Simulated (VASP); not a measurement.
Input of a VASP 6.6.1 run:

Contents of INCAR:

```
PREC = Accurate
ENCUT = 520
EDIFF = 1E-6
ISMEAR = 0
SIGMA = 0.02
LREAL = F
LASPH = T
NELM = 60
ALGO = Normal
ISIF = 2
LWAVE = F
LCHARG = F
GGA = PE
NBANDS = 34
```

File KPOINTS:

```
regular mesh
0
Gamma
  6 6 4
```

POSCAR

```
SiO2
1.0
    5.1053779309      0.0000000000      0.0000000000
   -2.5526889655      4.4213869841      0.0000000000
    0.0000000000      0.0000000000      5.5850467960
Si O
3 6
Direct
    0.0000000000      0.5000000000      0.3333333333
    0.5000000000      0.5000000000      0.6666666667
    0.5000000000      0.0000000000      0.0000000000
    0.5839605948      0.7919802974      0.8333333333
    0.7919802974      0.5839605948      0.5000000000
    0.7919802974      0.2080197026      0.1666666667
    0.4160394052      0.2080197026      0.8333333333
    0.2080197026      0.4160394052      0.5000000000
    0.2080197026      0.7919802974      0.1666666667
```

Potentials or basis: VASP PAW PBE potentials, release 64 (Si, O).

Launch:

```sh
$ cat potpaw_PBE.64/Si/POTCAR potpaw_PBE.64/O/POTCAR > POTCAR
$ mpirun -np 1 vasp_std > vasp.out
```

**Question.** Predict the largest force.

**Answer.** 0.012 eV/Å.

**Question.** What does it give for the pressure?

**Answer.** 0.1 GPa.

**Question.** What does it give for the band gap on the k mesh?

**Answer.** 5.55 eV, indirect (least direct gap 5.73 eV).

Forces on the atoms (eV/Å):
```
Si   0.000  0.000  0.000
Si   0.000  0.000  0.000
Si   0.000  0.000  0.000
O   -0.011 -0.006  0.000
O    0.000 -0.012  0.000
O   -0.011  0.006  0.000
O    0.011  0.006  0.000
O    0.000  0.012  0.000
O    0.011 -0.006  0.000
```

A k mesh can miss the band edges.
